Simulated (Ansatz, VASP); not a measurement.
## TlCl in VASP and in Ansatz

Contents of POSCAR:

```
TlCl
1.0
    3.9074880000      0.0000000000      0.0000000000
    0.0000000000      3.9074880000      0.0000000000
    0.0000000000      0.0000000000      3.9074880000
Tl Cl
1 1
Direct
    0.0000000000      0.0000000000      0.0000000000
    0.5000000000      0.5000000000      0.5000000000
```

The input INCAR.step1:

```
SYSTEM = TlCl
ALGO = Normal
EDIFF = 1E-5
ENCUT = 550
GGA = PE
GGA_COMPAT = .False.
ISMEAR = -1
LASPH = .True.
LCHARG = .False.
LREAL = .False.
LSORBIT = .True.
LWAVE = .True.
MAGMOM = 0 0 0 0 0 0
NBANDS = 32
NELM = 200
PREC = Accurate
SIGMA = 0.1
```

INCAR.step2

```
SYSTEM = TlCl
ALGO = Normal
EDIFF = 1E-6
ENCUT = 550
GGA_COMPAT = .False.
ISIF = 2
ISMEAR = -1
ISTART = 1
LASPH = .True.
LCHARG = .False.
LMIXTAU = .True.
LORBIT = 11
LORBMOM = .True.
LREAL = .False.
LSORBIT = .True.
LWAVE = .False.
MAGMOM = 0 0 0 0 0 0
METAGGA = R2SCAN
NBANDS = 32
NELM = 200
PREC = Accurate
SIGMA = 0.1
```

The input KPOINTS:

```
k-points
0
Gamma
  7 7 7
  0 0 0
```

Input for Ansatz:

```yaml
crystal:
  lattice:
    - [3.907488, 0.0, 0.0]
    - [0.0, 3.907488, 0.0]
    - [0.0, 0.0, 3.907488]
  atoms:
    - { symbol: Tl, position: [0.0, 0.0, 0.0] }
    - { symbol: Cl, position: [0.5, 0.5, 0.5] }
  symmetry: { tolerance: 0.0003 }
kpoints:
  mp_grid: { grid: [7, 7, 7], shift: [0, 0, 0] }
  band_path:
    path:
      - [0.0, 0.0, 0.0]
      - [0.0, 0.5, 0.0]
      - [0.5, 0.5, 0.0]
      - [0.0, 0.0, 0.0]
      - [0.5, 0.5, 0.5]
      - [0.0, 0.5, 0.0]
      - [0.5, 0.5, 0.5]
      - [0.5, 0.5, 0.0]
    npoints: 8
magnetization:
  noncollinear: true
  spin_orbit: true
scf:
  occupations: { method: fermi_dirac }
  lower_state_search: "off"
  max_iter: 200
hamiltonian:
  pseudopotentials: { kind: paw_fr }
  xc: r2scan
basis:
  ecutwfc: 500
  fft_grid_basis: typed
output:
  forces: true
  stress: true
  eigenvalues: true
  bader: true
  populations: true
  elf: true
  write_potential: true
  volumetric_format: npy
  dos:
    e_range: [-12, 8]
    de: 0.05
    projected: { site_lists: { Cl: [Cl], Tl: [Tl] } }
    method: { smearing: { sigma: 0.1, scheme: gaussian } }
checkpoint:
  read: saved_state
```

Alike in both runs: task single point; functional r2SCAN; k mesh 7 × 7 × 7; non-collinear spin, spin-orbit coupling.

```csv
,VASP,Ansatz
version,VASP 6.6.1,Ansatz 0.2.0
potentials or method,"VASP PAW PBE potentials, release 64 (Tl_d, Cl), cutoff 550 eV",PAW plane waves
occupations,"fermi-dirac, width 0.1 eV",fermi-dirac
valence electrons in the cell,20,20
```

```csv
,VASP,Ansatz,Ansatz less VASP
pressure (GPa),-1.5,-1.5,+0.01
```

VASP's potentials were made for PBE, not for r2SCAN.
